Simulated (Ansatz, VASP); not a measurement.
# Two plane-wave programs on Ga2Te2O

```
Ga Te O
1.0
     4.17046    0.00000    0.00000
     0.00000    7.22346    0.00000
     0.00000    0.00000   10.09164
Ga Te O
4 4 2
Cartesian
  2.0852 3.6117 1.7722
  0.0000 7.2235 1.7722
  0.0000 0.0000 8.3194
  2.0852 3.6117 8.3194
  2.0852 1.2039 7.1151
  0.0000 4.8156 7.1151
  4.1705 2.4078 2.9766
  2.0852 6.0195 2.9766
  4.1705 0.0000 0.0000
  2.0852 3.6117 0.0000
```

Alike in both runs: task single point; functional PBE; k mesh 4 × 2 × 2; occupations gaussian, width 0.1 eV; no spin polarisation.

|  | VASP | Ansatz |
| --- | --- | --- |
| version | VASP 6.6.1 | Ansatz 0.2.0 |
| potentials or method | VASP PAW PBE potentials, release 64 (Ga_d, Te, O), cutoff 520 eV | scalar-relativistic, plane waves, PAW |
| valence electrons in the cell | 88 | 128 |

VASP gave:

```
gap on the k mesh at the Fermi level (eV)                     : 1.34
least direct gap on the mesh (eV)                             : 1.34
pressure (GPa)                                                : 0.1
traceless stress, the component that is largest in VASP (GPa) : 0.28
rms of the force components (eV/Å)                            : 0.018
```

Task: Which values does Ansatz return?

Result: gap on the k mesh at the Fermi level (eV): 1.36; least direct gap on the mesh (eV): 1.36; pressure (GPa): 0.1; traceless stress, the component that is largest in VASP (GPa): 0.28; rms of the force components (eV/Å): 0.014.

Atom by atom the forces differ by 0.008 eV/Å (rms over components). VASP's potentials hold 88 valence electrons a cell and Ansatz's 128, so a difference there can come from the potentials and not from the codes.

The k mesh is coarse, so the values compare programs but aren't converged. Spin-orbit coupling is off throughout.
